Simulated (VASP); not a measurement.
# CaIrC4N4 in VASP: further runs, part 2 of 2

VASP 6.6.1. The steps go on from the part before.

## (4) Single point, PBE, collinear spin

This run uses another cell than the first one, of 22.71 Å³/atom.

Contents of INCAR:

```
ALGO = Normal
EDIFF = 1E-6
ENCUT = 520
GGA = PE
ISIF = 2
ISMEAR = 0
ISPIN = 2
LASPH = True
LCHARG = False
LMAXMIX = 4
LORBIT = 11
LREAL = False
LWAVE = False
MAGMOM = 0 1 0 0 0 0 0 0 0 0
NBANDS = 42
NELM = 150
PREC = Accurate
SIGMA = 0.1
```

Contents of KPOINTS:

```
k-points
0
Gamma
  4 4 4
```

Contents of POSCAR:

```
CaIrC4N4
1.0
    6.1008602900      0.0000000000      0.0000000000
    0.0000000000      6.1008602900      0.0000000000
    0.0000000000      0.0000000000      6.1008602900
Ca Ir C N
1 1 4 4
Direct
    0.0000000000      0.0000000000      0.0000000000
    0.5000000000      0.5000000000      0.5000000000
    0.1992997100      0.1992997100      0.1992997100
    0.1992997100      0.8007002900      0.8007002900
    0.8007002900      0.1992997100      0.8007002900
    0.8007002900      0.8007002900      0.1992997100
    0.3100217700      0.3100217700      0.3100217700
    0.3100217700      0.6899782300      0.6899782300
    0.6899782300      0.3100217700      0.6899782300
    0.6899782300      0.6899782300      0.3100217700
```

Potentials or basis: VASP PAW PBE potentials, release 64 (Ca_sv, Ir, C, N).

Started as:

```sh
$ cat potpaw_PBE.64/Ca_sv/POTCAR potpaw_PBE.64/Ir/POTCAR potpaw_PBE.64/C/POTCAR potpaw_PBE.64/N/POTCAR > POTCAR
$ mpirun -np 1 vasp_std > vasp.out
```

OUTCAR:

```text
EDIFF = 1E-6
   ENCUT = 520
   GGA = PE
   ISIF = 2
   ISMEAR = 0
   ISPIN = 2
   LASPH = True
   LORBIT = 11
   LREAL = False
   NELM = 150
   PREC = Accurate

 ion  position               nearest neighbor table
   1  0.000  0.000  0.000-   3 2.11   4 2.11   5 2.11   6 2.11
   2  0.500  0.500  0.500-   7 2.01   8 2.01   9 2.01  10 2.01
   3  0.199  0.199  0.199-   7 1.17   1 2.11
   4  0.199  0.801  0.801-   8 1.17   1 2.11
   5  0.801  0.199  0.801-   9 1.17   1 2.11
   6  0.801  0.801  0.199-  10 1.17   1 2.11
   7  0.310  0.310  0.310-   3 1.17   2 2.01
   8  0.310  0.690  0.690-   4 1.17   2 2.01
   9  0.690  0.310  0.690-   5 1.17   2 2.01
  10  0.690  0.690  0.310-   6 1.17   2 2.01

  LATTYP: Found a simple cubic cell.
 ALAT       =     6.1008602900

  Lattice vectors:

 A1 = (   6.1008602900,   0.0000000000,   0.0000000000)
 A2 = (   0.0000000000,   6.1008602900,   0.0000000000)
 A3 = (   0.0000000000,   0.0000000000,   6.1008602900)

Analysis of symmetry for initial positions (statically):
=====================================================================
 Subroutine PRICEL returns:
 Original cell was already a primitive cell.

 Routine SETGRP: Setting up the symmetry group for a
 simple cubic supercell.

 Subroutine GETGRP returns: Found 24 space group operations
 (whereof 24 operations were pure point group operations)
 out of a pool of 48 trial point group operations.

The static configuration has the point symmetry T_d .

Analysis of symmetry for dynamics (positions and initial velocities):
=====================================================================
 Subroutine PRICEL returns:
 Original cell was already a primitive cell.

 Routine SETGRP: Setting up the symmetry group for a
 simple cubic supercell.

 Subroutine GETGRP returns: Found 24 space group operations
 (whereof 24 operations were pure point group operations)
 out of a pool of 48 trial point group operations.

The dynamic configuration has the point symmetry T_d .

Analysis of structural, dynamic, and magnetic symmetry:
=====================================================================
 Subroutine PRICEL returns:
 Original cell was already a primitive cell.

 Routine SETGRP: Setting up the symmetry group for a
 simple cubic supercell.

 Subroutine GETGRP returns: Found 24 space group operations
 (whereof 24 operations were pure point group operations)
 out of a pool of 48 trial point group operations.

The overall configuration has the point symmetry T_d .

 Subroutine INISYM returns: Found 24 space group operations
 (whereof 24 operations are pure point group operations),
 and found     1 'primitive' translations

----------------------------------------------------------------------------------------

                                     Primitive cell

  volume of cell :     227.0770

  direct lattice vectors                    reciprocal lattice vectors
     6.100860290  0.000000000  0.000000000     0.163911310  0.000000000  0.000000000
     0.000000000  6.100860290  0.000000000     0.000000000  0.163911310  0.000000000
[... 102 lines left out ...]
   EFERMI_NEDOS =   21; number of points for ismear=-14 and -15
   IALGO  =     38    algorithm
   IMIX   =      4    mixing-type and parameters
     AMIX     =   0.40;   BMIX     =  1.00
     AMIX_MAG =   1.60;   BMIX_MAG =  1.00
  volume/ion in A,a.u.               =      22.71       153.24
  Fermi-wavevector in a.u.,A,eV,Ry     =   1.020480  1.928428 14.168837  1.041380
  Thomas-Fermi vector in A             =   2.154052
   LORBIT       =     11    0 simple, 1 ext, 2 COOP (PROOUT), +10 PAW based schemes
   GGA     = PE    functional components
   LHFCALC =     F    Hartree Fock is set to
   AEXX    =    0.0000 exact exchange contribution
   IVDW    =     0    specifies the selected vdW correction
   LEPSILON=     F    determine dielectric tensor
   LRPA    =     F    only Hartree local field effects (RPA)
 spin polarized calculation
 Gauss-broadening in eV      SIGMA  =   0.10
  energy-cutoff  :      520.00
  volume of cell :      227.08
 maximum number of plane-waves:      6152
 NGX is ok and might be reduce to    48
   NGX = 23   NGY = 23   NGZ = 23

 number of electron      55.0000003 magnetization       3.0003066

 Free energy of the ion-electron system (eV)
  ---------------------------------------------------
  ext. energy  EPLUGINS =         0.00000000
  ---------------------------------------------------
  free energy    TOTEN  =       -73.17697107 eV

  energy without entropy =      -73.17697107  energy(sigma->0) =      -73.17697107

 E-fermi :  -0.8391     XC(G=0):  -6.9275

 val. band max:       -1.2811102152   @ k =   0.5000   0.5000   0.0000
 cond. band min:      -0.2530676593   @ k =   0.5000   0.5000   0.0000
 fundamental gap:      1.0280425559
 Fermi energy:        -0.8390598066

 spin component 1

 k-point     1 :       0.0000    0.0000    0.0000
  band No.  band energies     occupation
      1     -38.7279      1.00000
      2     -20.1330      1.00000
      3     -20.1330      1.00000
      4     -20.1330      1.00000
      5     -18.9079      1.00000
      6     -18.7501      1.00000
[... 409 lines left out ...]
     38       4.7933      0.00000
     39       6.0900      0.00000
 Fermi energy:        -0.8390598066

 spin component 2

 k-point     1 :       0.0000    0.0000    0.0000
  band No.  band energies     occupation
      1     -38.7148      1.00000
      2     -20.1126      1.00000
      3     -20.1126      1.00000
      4     -20.1126      1.00000
      5     -18.7682      1.00000
      6     -18.6161      1.00000
[... 409 lines left out ...]
     38       5.6379      0.00000
     39       6.2545      0.00000
 [bands above 39 left out]

------------------------ aborting loop because EDIFF is reached ----------------------------------------

  FORCE on cell =-STRESS in cart. coord.  units (eV):
  Direction    XX          YY          ZZ          XY          YZ          ZX
  --------------------------------------------------------------------------------------
  -------------------------------------------------------------------------------------
  Total       13.6754636     13.6754636     13.6754636      0.0000000      0.0000000     -0.0000000
  in kB       96.4893547     96.4893547     96.4893547      0.0000000      0.0000000     -0.0000000
  external PRESSURE =      96.4893547 kB  Pullay stress =       0.0000000 kB

 VOLUME and BASIS-vectors are now :
 -----------------------------------------------------------------------------
  energy-cutoff  :      520.00
  volume of cell :      227.08
      direct lattice vectors                 reciprocal lattice vectors
     6.100860290  0.000000000  0.000000000     0.163911310  0.000000000  0.000000000
     0.000000000  6.100860290  0.000000000     0.000000000  0.163911310  0.000000000
     0.000000000  0.000000000  6.100860290     0.000000000  0.000000000  0.163911310

 POSITION                                       TOTAL-FORCE (eV/Angst)
 -----------------------------------------------------------------------------------
      0.00000      0.00000      0.00000         0.000000     -0.000000     -0.000000
      3.05043      3.05043      3.05043         0.000000     -0.000000     -0.000000
      1.21590      1.21590      1.21590         1.781489      1.781489      1.781489
      1.21590      4.88496      4.88496         1.781489     -1.781489     -1.781489
      4.88496      1.21590      4.88496        -1.781489      1.781489     -1.781489
      4.88496      4.88496      1.21590        -1.781489     -1.781489      1.781489
      1.89140      1.89140      1.89140         0.613919      0.613919      0.613919
      1.89140      4.20946      4.20946         0.613919     -0.613919     -0.613919
      4.20946      1.89140      4.20946        -0.613919      0.613919     -0.613919
      4.20946      4.20946      1.89140        -0.613919     -0.613919      0.613919
 -----------------------------------------------------------------------------------
    total drift:                                0.000000      0.000000     -0.000000

  FREE ENERGIE OF THE ION-ELECTRON SYSTEM (eV)
  ---------------------------------------------------
  free  energy   TOTEN  =       -73.1769710743 eV

  energy  without entropy=      -73.1769710742  energy(sigma->0) =      -73.17697107

 total charge

# of ion       s       p       d       tot
------------------------------------------
    1        2.102   5.936   0.507   8.545
    2        0.558   0.713   6.869   8.139
    3        1.001   1.624   0.000   2.625
    4        1.001   1.624   0.000   2.625
    5        1.001   1.624   0.000   2.625
    6        1.001   1.624   0.000   2.625
    7        1.298   2.597   0.000   3.894
    8        1.298   2.597   0.000   3.894
    9        1.298   2.597   0.000   3.894
   10        1.298   2.597   0.000   3.894
--------------------------------------------------
tot         11.855  23.532   7.376  42.762

 magnetization (x)

# of ion       s       p       d       tot
------------------------------------------
    1        0.000   0.003   0.012   0.016
    2        0.017   0.202   1.690   1.910
    3        0.005   0.076   0.000   0.080
    4        0.005   0.076   0.000   0.080
    5        0.005   0.076   0.000   0.080
    6        0.005   0.076   0.000   0.080
    7        0.013   0.032   0.000   0.045
    8        0.013   0.032   0.000   0.045
    9        0.013   0.032   0.000   0.045
   10        0.013   0.032   0.000   0.045
--------------------------------------------------
tot          0.090   0.636   1.702   2.428
```

Run time: 2.9 min. Hardware: 1 thread of Intel Xeon 6975P-C (Granite Rapids), shared host; peak memory 0.48 GiB.

Results:

* Free energy: -73.1770 eV
* Pressure: 9.6 GPa
* Largest force: 3.086 eV/Å
* Band gap on the k mesh: 1.03 eV
* Net moment: 3.00 μB per cell
* Site moments: Ca +0.02; Ir +1.91; C +0.08; N +0.04 μB
* Valence electrons inside the program's atomic spheres: Ca 8.54; Ir 8.14; C 2.62; N 3.89

Forces on the atoms (eV/Å):
```
Ca   0.000  0.000  0.000
Ir   0.000  0.000  0.000
C    1.781  1.781  1.781
C    1.781 -1.781 -1.781
C   -1.781  1.781 -1.781
C   -1.781 -1.781  1.781
N    0.614  0.614  0.614
N    0.614 -0.614 -0.614
N   -0.614  0.614 -0.614
N   -0.614 -0.614  0.614
```

Levels at points of the mesh, in eV from the valence-band top:
Spin up:
```tsv
k point	band 26	band 27	band 28	band 29	band 30	band 31	band 32	band 33
(0.00, 0.00, 0.00)	-1.37	-0.10	-0.10	-0.10	3.78	3.78	3.78	3.78
(0.50, 0.00, 0.00)	-1.14	-0.16	-0.06	-0.06	3.32	3.61	3.83	3.84
(0.50, 0.50, 0.00)	-1.10	-0.18	0.00	0.00	3.47	3.57	3.68	3.68
(0.50, 0.50, 0.50)	-1.24	-0.03	-0.03	-0.03	3.86	3.86	3.86	3.89
```
Spin down:
```csv
k point,band 23,band 24,band 25,band 26,band 27,band 28,band 29,band 30
"(0.00, 0.00, 0.00)",-2.66,-2.66,-0.78,-0.78,1.07,1.07,1.07,3.94
"(0.50, 0.00, 0.00)",-2.61,-2.61,-0.70,-0.54,1.06,1.17,1.17,3.42
"(0.50, 0.50, 0.00)",-2.70,-2.66,-0.64,-0.51,1.03,1.28,1.28,3.59
"(0.50, 0.50, 0.50)",-2.71,-2.71,-0.67,-0.67,1.23,1.23,1.23,4.05
```

Caveat: the cell stands under pressure; spin-orbit coupling is left out, which moves the levels of the heavy elements; forces of over 1 eV/Å act on the atoms, so gaps and moduli don't describe the material at rest. A k mesh can miss the band edges.

## (5) Summary

```csv
cell,k mesh,gap on the mesh (eV),pressure (GPa),moment (μB),largest force (eV/Å)
"a = 6.563 Å, 10 atoms, atomic positions A",2 × 2 × 2,1.15,0.3,3.00,0.32
"a = 6.550, b = 6.538, c = 6.609 Å, angles 90.2, 90.4, 90.2°, 10 atoms, atomic positions B",2 × 2 × 2,1.13,0.3,3.00,0.33
"a = 6.101 Å, 10 atoms, atomic positions C",4 × 4 × 4,1.03,9.6,3.00,3.09
```

Alike in all rows: task single point; level PBE; potentials or basis VASP PAW PBE potentials, release 64 (Ca_sv, Ir, C, N); spin collinear; cutoff (eV) 520; smearing gaussian 0.1 eV.

Caveats: some runs use coarse meshes; spin-orbit coupling is left out, which moves the levels of the heavy elements; the cell stands under pressure (at least some runs); forces of over 1 eV/Å act on the atoms, so gaps and moduli don't describe the material at rest (at least some runs).

Absolute energies hang on the potentials; compare differences alone.
